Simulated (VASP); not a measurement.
Runs of VASP 6.6.1 on Ru. The structure is that of space group Im-3m (No. 229), or close to it. The cells are those of the table. 

```tsv
task	cell	cutoff (eV)	gap on the mesh (eV)	pressure (GPa)
relaxation of cell and atoms	relaxed to 93 GPa from a = 2.471 Å, angles 109.5°, 1 atom	600	none	93.1
relaxation of cell and atoms	relaxed to 93 GPa from a = 2.470 Å, angles 109.5°, 1 atom	600	none	93.0
single point	a = 2.470 Å, angles 109.5°, 1 atom	520	none	(a)
single point	a = 2.645 Å, angles 109.5°, 1 atom	520	none	-0.1
relaxation of cell and atoms	relaxed from a = 2.615 Å, angles 109.5°, 1 atom	600	none	0.0
```

Alike in all rows: level PBE; potentials or basis VASP PAW PBE potentials, release 64 (Ru_pv); no spin polarisation; k mesh 19 × 19 × 19; smearing fermi-dirac 0.08 eV.

Problem. Fill in the values left out.

Solution. (a) 93.5.

Caveats: the cell is relaxed towards a set pressure, so the enthalpy falls and the energy may rise (some runs); the relaxation stopped at its first step, so nothing moved (some runs).

A k mesh can miss the band edges, and the runs leave out spin-orbit coupling on Ru.

A gap of «none» marks levels without a gap at the run's occupations.
